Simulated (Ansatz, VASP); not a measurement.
**Mg9Bi2Sb4 in VASP and in Ansatz**

```xyz
15
Lattice="-0.0027 0.0015 7.2194 6.8802 3.9838 -0.0017 -6.8702 3.9665 0.0034" Properties=species:S:1:pos:R:3 pbc="T T T"
Mg   -0.0242    2.6660    4.5563
Mg    4.6103    2.6730    4.5611
Mg   -4.5832    2.6154    4.5645
Mg   -4.5520    5.2801    2.6666
Mg    0.0070    5.3307    2.6583
Mg   -2.3163    1.3066    2.6583
Mg   -0.0646   -0.1119    0.0000
Mg   -2.2867    3.9723    0.0017
Mg    2.3613    4.0899    0.0000
Bi    0.0093    2.6466    1.5553
Bi   -4.5855    5.2995    5.6675
Sb    4.5786    2.6532    1.6302
Sb   -4.5819    2.6528    1.6336
Sb    0.0058    5.2934    5.5892
Sb   -2.2846    1.3264    5.5892
```

Alike in both runs: functional PBEsol; k mesh 4 × 3 × 3; occupations gaussian, width 0.1 eV; no spin polarisation.

Ansatz relaxed the structure, and its values are those at the end. VASP's run is a single point on that final structure, the one shown.

|  | VASP | Ansatz |
| --- | --- | --- |
| version | VASP 6.6.1 | Ansatz 0.2.0 |
| potentials or method | VASP PAW PBE potentials, release 64 (Mg, Bi_d, Sb), cutoff 520 eV | scalar-relativistic, plane waves, PAW |
| valence electrons in the cell | 68 | 180 |

```csv
,VASP,Ansatz,Ansatz less VASP
gap on the k mesh at the Fermi level (eV),0.12,0.13,+0.018
least direct gap on the mesh (eV),0.18,0.20,+0.020
pressure (GPa),0.1,0.1,-0.04
rms of the force components (eV/Å),0.022,0.014,-0.0080
```

VASP's potentials were made for PBE, not for PBEsol. The functional is the same, so the differences come from potentials, cutoffs and numerics. VASP's potentials hold 68 valence electrons a cell and Ansatz's 180, so a difference there can come from the potentials and not from the codes.

Spin-orbit coupling is off throughout.
